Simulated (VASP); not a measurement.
Here is a VASP 6.6.1 calculation.

INCAR

```
ALGO = Normal
EDIFF = 1E-6
ENCUT = 520
GGA = PE
ISIF = 2
ISMEAR = 0
LASPH = T
LCHARG = T
LELF = T
LREAL = F
LVHAR = T
LWAVE = F
NBANDS = 28
NELM = 100
PREC = Accurate
SIGMA = 0.02
```

Contents of KPOINTS:

```
k-points
0
Gamma
  8 8 8
```

Contents of POSCAR:

```
SrTiO3
1.0
    4.0136081135      0.0000000000      0.0000000000
    0.0000000000      4.0136081135      0.0000000000
    0.0000000000      0.0000000000      4.0136081135
Sr Ti O
1 1 3
Direct
    0.5000000000      0.5000000000      0.5000000000
    0.0000000000      0.0000000000      0.0000000000
    0.5000000000      0.0000000000      0.0000000000
    0.0000000000      0.5000000000      0.0000000000
    0.0000000000      0.0000000000      0.5000000000
```

Potentials or basis: VASP PAW PBE potentials, release 64 (Sr_sv, Ti_sv, O).

Launch:

```sh
$ cat potpaw_PBE.64/Sr_sv/POTCAR potpaw_PBE.64/Ti_sv/POTCAR potpaw_PBE.64/O/POTCAR > POTCAR
$ mpirun -np 1 vasp_std > vasp.out
```

**Question.** Predict the pressure.

**Answer.** -8.2 GPa.

**Question.** What does it give for the band gap on the k mesh?

**Answer.** 1.70 eV, indirect (least direct gap 2.09 eV).

 A k mesh can miss the band edges.
